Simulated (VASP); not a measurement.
# Eu (Im-3m) in VASP: notebook

Aim: see how the results for Eu move with the level of theory and the settings. Levels: LDA, PBEsol, PBE. Tasks: single point.

Everything below comes from runs of VASP 6.6.1. Logs are shortened: lines on timing, memory, paths and dates and some standing lists are left out, and cuts for length are marked.

## 1. The cell of the first run

Symmetry: Im-3m, No. 229, cubic system. Conventional cell: a = 4.551 Å, b = 4.551 Å, c = 4.551 Å, α = 90.00°, β = 90.00°, γ = 90.00°. Within 5.2 Å of Eu (site symmetry m-3m) lie 14 Eu at 3.94 to 4.55 Å.

## 2. Single point, LDA, collinear spin, ferromagnetic start

Input file INCAR:

```
  PREC = Accurate
  ENCUT = 520
  EDIFF = 1E-6
  ISMEAR = -1
  SIGMA = 0.03
  LREAL = F
  LASPH = T
  NELM = 150
  ALGO = Normal
  ISIF = 2
  LWAVE = F
  LCHARG = T
  ISPIN = 2
  MAGMOM = 7
  LORBIT = 11
  LMAXMIX = 6
  GGA = CA
  LELF = T
  LVHAR = T
  NBANDS = 18
```

Input file KPOINTS:

```
regular mesh
0
Gamma
  11 11 11
```

Input file POSCAR:

```
Eu
1.0
   -2.2755000000      2.2755000000      2.2755000000
    2.2755000000     -2.2755000000      2.2755000000
    2.2755000000      2.2755000000     -2.2755000000
Eu
1
Direct
    0.0000000000      0.0000000000      0.0000000000
```

Potentials or basis: VASP PAW PBE potentials, release 64 (Eu).

The run is started by

```sh
> cat potpaw_PBE.64/Eu/POTCAR > POTCAR
> mpirun -np 1 vasp_std > vasp.out
```

OUTCAR:

```text
PREC = Accurate
   ENCUT = 520
   EDIFF = 1E-6
   ISMEAR = -1
   LREAL = F
   LASPH = T
   NELM = 150
   ISIF = 2
   ISPIN = 2
   LORBIT = 11
   GGA = CA

 ion  position               nearest neighbor table
   1  0.000  0.000  0.000-

  LATTYP: Found a body centered cubic cell.
 ALAT       =     4.5510000000

  Lattice vectors:

 A1 = (  -2.2755000000,   2.2755000000,   2.2755000000)
 A2 = (   2.2755000000,  -2.2755000000,   2.2755000000)
 A3 = (   2.2755000000,   2.2755000000,  -2.2755000000)

Analysis of symmetry for initial positions (statically):
=====================================================================
 Subroutine PRICEL returns:
 Original cell was already a primitive cell.

 Routine SETGRP: Setting up the symmetry group for a
 body centered cubic supercell.

 Subroutine GETGRP returns: Found 48 space group operations
 (whereof 48 operations were pure point group operations)
 out of a pool of 48 trial point group operations.

The static configuration has the point symmetry O_h .

Analysis of symmetry for dynamics (positions and initial velocities):
=====================================================================
 Subroutine PRICEL returns:
 Original cell was already a primitive cell.

 Routine SETGRP: Setting up the symmetry group for a
 body centered cubic supercell.

 Subroutine GETGRP returns: Found 48 space group operations
 (whereof 48 operations were pure point group operations)
 out of a pool of 48 trial point group operations.

The dynamic configuration has the point symmetry O_h .

Analysis of structural, dynamic, and magnetic symmetry:
=====================================================================
 Subroutine PRICEL returns:
 Original cell was already a primitive cell.

 Routine SETGRP: Setting up the symmetry group for a
 body centered cubic supercell.

 Subroutine GETGRP returns: Found 48 space group operations
 (whereof 48 operations were pure point group operations)
 out of a pool of 48 trial point group operations.

The overall configuration has the point symmetry O_h .

 Subroutine INISYM returns: Found 48 space group operations
 (whereof 48 operations are pure point group operations),
 and found     1 'primitive' translations

----------------------------------------------------------------------------------------

                                     Primitive cell

  volume of cell :      47.1292

[... 98 lines left out ...]
   NUPDOWN=      -1.0000    fix difference up-down
   EMIN   =  10.00;   EMAX   =-10.00  energy-range for DOS
   EFERMI =   0.00;   METHOD = LEGACY
   ISMEAR =    -1;   SIGMA  =   0.03  broadening in eV -4-tet -1-fermi 0-gaus
   EFERMI_NEDOS =   21; number of points for ismear=-14 and -15
   IALGO  =     38    algorithm
   IMIX   =      4    mixing-type and parameters
     AMIX     =   0.40;   BMIX     =  1.00
     AMIX_MAG =   1.60;   BMIX_MAG =  1.00
  volume/ion in A,a.u.               =      47.13       318.04
  Fermi-wavevector in a.u.,A,eV,Ry     =   1.165362  2.202215 18.477655  1.358069
  Thomas-Fermi vector in A             =   2.301889
   LORBIT       =     11    0 simple, 1 ext, 2 COOP (PROOUT), +10 PAW based schemes
   GGA     = CA    functional components
   LHFCALC =     F    Hartree Fock is set to
   AEXX    =    0.0000 exact exchange contribution
   IVDW    =     0    specifies the selected vdW correction
   LEPSILON=     F    determine dielectric tensor
   LRPA    =     F    only Hartree local field effects (RPA)
 spin polarized calculation
  energy-cutoff  :      520.00
  volume of cell :       47.13
 maximum number of plane-waves:      1283
 NGX is ok and might be reduce to    30
   NGX = 15   NGY = 15   NGZ = 15

 number of electron      17.0000004 magnetization       7.2058858

 Free energy of the ion-electron system (eV)
  ---------------------------------------------------
  ext. energy  EPLUGINS =         0.00000000
  ---------------------------------------------------
  free energy    TOTEN  =       -11.22298951 eV

  energy without entropy =      -11.21934367  energy(sigma->0) =      -11.22116659

 E-fermi :   1.4354     XC(G=0):  -8.6542

 val. band max:        1.4252540430   @ k =   0.2727   0.2727   0.1818
 cond. band min:       1.4384559185   @ k =  -0.4545  -0.4545   0.1818
 fundamental gap:      0.0132018755
 Fermi energy:         1.4353950138

 spin component 1

 k-point     1 :       0.0000    0.0000    0.0000
  band No.  band energies     occupation
      1     -40.0102      1.00000
      2     -18.7818      1.00000
      3     -18.7818      1.00000
      4     -18.7818      1.00000
      5      -2.6795      1.00000
      6       0.9499      1.00000
[... 493 lines left out ...]
     17       6.1043      0.00000
     18       7.4761      0.00000

 [... further k-points ...]

 spin component 2

 k-point     1 :       0.0000    0.0000    0.0000
  band No.  band energies     occupation
      1     -37.1739      1.00000
      2     -16.6146      1.00000
      3     -16.6146      1.00000
      4     -16.6146      1.00000
      5      -2.1377      1.00000
      6       3.9608      0.00000
[... 493 lines left out ...]
     17       7.2362      0.00000
     18       8.6548      0.00000

 [... further k-points ...]

------------------------ aborting loop because EDIFF is reached ----------------------------------------

  FORCE on cell =-STRESS in cart. coord.  units (eV):
  Direction    XX          YY          ZZ          XY          YZ          ZX
  --------------------------------------------------------------------------------------
  -------------------------------------------------------------------------------------
  Total       -1.0590282     -1.0590282     -1.0590282      0.0000000      0.0000000      0.0000000
  in kB      -36.0020819    -36.0020819    -36.0020819      0.0000000      0.0000000      0.0000000
  external PRESSURE =     -36.0020819 kB  Pullay stress =       0.0000000 kB

 VOLUME and BASIS-vectors are now :
 -----------------------------------------------------------------------------
  energy-cutoff  :      520.00
  volume of cell :       47.13
      direct lattice vectors                 reciprocal lattice vectors
    -2.275500000  2.275500000  2.275500000     0.000000000  0.219731927  0.219731927
     2.275500000 -2.275500000  2.275500000     0.219731927  0.000000000  0.219731927
     2.275500000  2.275500000 -2.275500000     0.219731927  0.219731927  0.000000000

 POSITION                                       TOTAL-FORCE (eV/Angst)
 -----------------------------------------------------------------------------------
      0.00000      0.00000      0.00000        -0.000000     -0.000000     -0.000000
 -----------------------------------------------------------------------------------
    total drift:                               -0.000000      0.000000      0.000000

  FREE ENERGIE OF THE ION-ELECTRON SYSTEM (eV)
  ---------------------------------------------------
  free  energy   TOTEN  =       -11.2229895059 eV

  energy  without entropy=      -11.2193436695  energy(sigma->0) =      -11.22116659

 total charge

# of ion       s       p       d       f       tot
--------------------------------------------------
    1        2.078   5.657   0.250   6.675  14.661

 magnetization (x)

# of ion       s       p       d       f       tot
--------------------------------------------------
    1       -0.001  -0.079   0.099   6.673   6.692
```

stdout:

```text
POSCAR found type information on POSCAR Eu
 POSCAR found :  1 types and       1 ions
 scaLAPACK will be used
 -----------------------------------------------------------------------------
|                                                                             |
|                                                                             |
|     You enforced a specific xc type in the INCAR file but a different       |
|     I HOPE YOU KNOW WHAT YOU ARE DOING!                                     |
|                                                                             |
 -----------------------------------------------------------------------------

 LDA part: xc-table for (Slater(with rela. corr.)+CA(PZ))
 , standard interpolation
 POSCAR, INCAR and KPOINTS ok, starting setup
 FFT: planning ... GRIDC
 FFT: planning ... GRID_SOFT
 FFT: planning ... GRID
 WAVECAR not read
 entering main loop
```

Wall time 58 s (1 thread of Intel Xeon 6975P-C (Granite Rapids), shared host); peak memory 0.22 GiB.

Results:

```
Free energy                                           : -11.2230 eV
Pressure                                              : -3.6 GPa
Net moment                                            : 7.21 μB per cell
Site moments                                          : Eu +6.69 μB
Valence electrons inside the program's atomic spheres : Eu 14.66
```

Levels at points of the mesh, in eV from the Fermi level:
Spin up:
| k point | band 9 | band 10 | band 11 | band 12 | band 13 | band 14 | band 15 | band 16 |
| --- | --- | --- | --- | --- | --- | --- | --- | --- |
| (0.00, 0.00, 0.00) | -0.34 | -0.34 | -0.34 | -0.31 | 1.66 | 1.66 | 1.66 | 3.25 |
Spin down:
```tsv
k point	band 1	band 2	band 3	band 4	band 5	band 6	band 7	band 8	band 9	band 10
(0.00, 0.00, 0.00)	-38.61	-18.05	-18.05	-18.05	-3.57	2.53	2.53	2.53	3.66	3.66
```

Caveat: the cell stands under tension; the PAW data sets were made with another functional, which shifts forces and pressure a little; spin-orbit coupling is left out, which moves the levels of the heavy elements; semilocal functionals describe open f shells poorly, which spoils levels, moments and volumes. The state reached can hang on the start; a lower one may exist.

## 3. Single point, PBEsol, collinear spin, ferromagnetic start

Input file INCAR:

```
  ALGO = Normal
  EDIFF = 1E-7
  ENCUT = 520
  GGA = PS
  ISIF = 2
  ISMEAR = -1
  ISPIN = 2
  LASPH = T
  LCHARG = T
  LELF = T
  LMAXMIX = 6
  LORBIT = 11
  LREAL = F
  LVHAR = T
  LWAVE = F
  MAGMOM = 7
  NBANDS = 18
  NELM = 150
  PREC = Accurate
  SIGMA = 0.03
```

Input file KPOINTS:

```
k-points
0
Gamma
  11 11 11
```

POSCAR is that of step 2.

Potentials or basis: VASP PAW PBE potentials, release 64 (Eu).

The run is started by

```sh
> cat potpaw_PBE.64/Eu/POTCAR > POTCAR
> mpirun -np 1 vasp_std > vasp.out
```

Wall time 80 s (1 thread of Intel Xeon 6975P-C (Granite Rapids), shared host); peak memory 0.25 GiB.

Results (log left out):

```
Free energy                                           : -11.5937 eV
Pressure                                              : -2.6 GPa
Net moment                                            : 7.30 μB per cell
Site moments                                          : Eu +6.70 μB
Valence electrons inside the program's atomic spheres : Eu 14.68
```

Levels at points of the mesh, in eV from the Fermi level:
Spin up:
```
           k point  band 10  band 11  band 12  band 13  band 14  band 15
(0.00, 0.00, 0.00)    -0.39    -0.39    -0.35     1.67     1.67     1.67
```
Spin down:
| k point | band 1 | band 2 | band 3 | band 4 | band 5 | band 6 | band 7 | band 8 | band 9 | band 10 |
| --- | --- | --- | --- | --- | --- | --- | --- | --- | --- | --- |
| (0.00, 0.00, 0.00) | -38.64 | -18.04 | -18.04 | -18.04 | -3.53 | 2.64 | 2.64 | 2.64 | 3.93 | 3.93 |

Caveat: the PAW data sets were made with another functional, which shifts forces and pressure a little; spin-orbit coupling is left out, which moves the levels of the heavy elements; semilocal functionals describe open f shells poorly, which spoils levels, moments and volumes. The state reached can hang on the start; a lower one may exist.

## 4. Single point, PBE, collinear spin, ferromagnetic start

Input file INCAR:

```
SYSTEM = Eu
PREC = Accurate
ENCUT = 520
EDIFF = 1E-7
ISMEAR = -1
SIGMA = 0.03
LREAL = .False.
LASPH = .True.
NELM = 150
ALGO = Normal
ISIF = 2
LWAVE = .False.
LCHARG = .False.
ISPIN = 2
MAGMOM = 7
LORBIT = 11
LMAXMIX = 6
GGA = PE
NBANDS = 18
```

Input file KPOINTS:

```
regular mesh
0
Gamma
  11 11 11
  0 0 0
```

POSCAR is that of step 3.

The run is started by

```sh
> cat potpaw_PBE.64/Eu/POTCAR > POTCAR
> mpirun -np 1 vasp_std > vasp.out
```

It took 67 s on 1 thread of Intel Xeon 6975P-C (Granite Rapids), shared host; peak memory 0.25 GiB.

The run converged. Its results:

```
Free energy                                           : -11.4132 eV
Pressure                                              : -1.5 GPa
Net moment                                            : 7.29 μB per cell
Site moments                                          : Eu +6.68 μB
Valence electrons inside the program's atomic spheres : Eu 14.72
```

Levels at points of the mesh, in eV from the Fermi level:
Spin up:
```tsv
k point	band 10	band 11	band 12	band 13	band 14	band 15
(0.00, 0.00, 0.00)	-0.39	-0.39	-0.36	1.72	1.72	1.72
```
Spin down:
| k point | band 1 | band 2 | band 3 | band 4 | band 5 | band 6 | band 7 | band 8 | band 9 | band 10 |
| --- | --- | --- | --- | --- | --- | --- | --- | --- | --- | --- |
| (0.00, 0.00, 0.00) | -38.61 | -18.06 | -18.06 | -18.06 | -3.53 | 2.65 | 2.65 | 2.65 | 4.00 | 4.00 |

Caveat: spin-orbit coupling is left out, which moves the levels of the heavy elements; semilocal functionals describe open f shells poorly, which spoils levels, moments and volumes.

## 5. The runs side by side

```tsv
level	gap on the mesh (eV)	pressure (GPa)	moment (μB)
LDA	none	-3.6	7.21
PBEsol	none	-2.6	7.30
PBE	none	-1.5	7.29
```

Alike in all rows: task single point; potentials or basis VASP PAW PBE potentials, release 64 (Eu); spin collinear, ferromagnetic start; cell as given; k mesh 11 × 11 × 11; cutoff (eV) 520; smearing fermi-dirac 0.03 eV.

The pressure there spans -3.6 GPa (LDA) to -1.5 GPa (PBE); a positive pressure means that this level wants a larger cell, a negative one a smaller.

Caveats: spin-orbit coupling is left out, which moves the levels of the heavy elements; semilocal functionals describe open f shells poorly, which spoils levels, moments and volumes; the PAW data sets were made with another functional, which shifts forces and pressure a little (at least some runs); the cell stands under tension (at least some runs).

Total energies depend on the potentials used, so only differences within one code and one set of settings carry meaning.

The gap in the log of VASP goes by the Fermi energy; the results here count the filled bands.